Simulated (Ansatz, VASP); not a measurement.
**InBiSe4 in VASP and in Ansatz**

```
In Bi Se
1.0
    -5.80905   -0.01102    0.51317
     1.59935    0.00442   -7.36920
    -0.01594   -8.56011    0.00174
In Bi Se
2 2 8
Direct
  0.00079 0.99950 0.00049
  0.99996 0.00032 0.50193
  0.00052 0.50019 0.74888
  0.99911 0.49971 0.24877
  0.24815 0.35541 0.99835
  0.24844 0.35604 0.49784
  0.75094 0.64431 0.00003
  0.75234 0.64420 0.50025
  0.71140 0.08595 0.75157
  0.71181 0.08691 0.25065
  0.28790 0.91286 0.75028
  0.28863 0.91459 0.25095
```

Change from the starting cell: cell x2, atoms moved at random (sigma 0.1 Å) and cell strained at random (1.5 %), then relaxed without symmetry.

Alike in both runs: functional PBE; k mesh 4 × 4 × 4; occupations gaussian, width 0.2 eV; no spin polarisation.

Ansatz relaxed the structure, and its values are those at the end. VASP's run is a single point on that final structure, the one shown.

|  | VASP | Ansatz |
| --- | --- | --- |
| version | VASP 6.6.1 | Ansatz 0.2.0 |
| potentials or method | VASP PAW PBE potentials, release 64 (In_d, Bi_d, Se), cutoff 520 eV | scalar-relativistic, plane waves, PAW |
| valence electrons in the cell | 104 | 184 |

Ansatz gave:

```
gap on the k mesh at the Fermi level (eV) : none
pressure (GPa)                            : 0.0
rms of the force components (eV/Å)        : 0.011
```

Which values does VASP return?

gap on the k mesh at the Fermi level (eV): none; pressure (GPa): 0.1; rms of the force components (eV/Å): 0.013.

A gap of «none» marks a metal or a gap that the smearing closes. VASP's potentials hold 104 valence electrons a cell and Ansatz's 184, so a difference there can come from the potentials and not from the codes.

Neither program's run includes spin-orbit coupling.
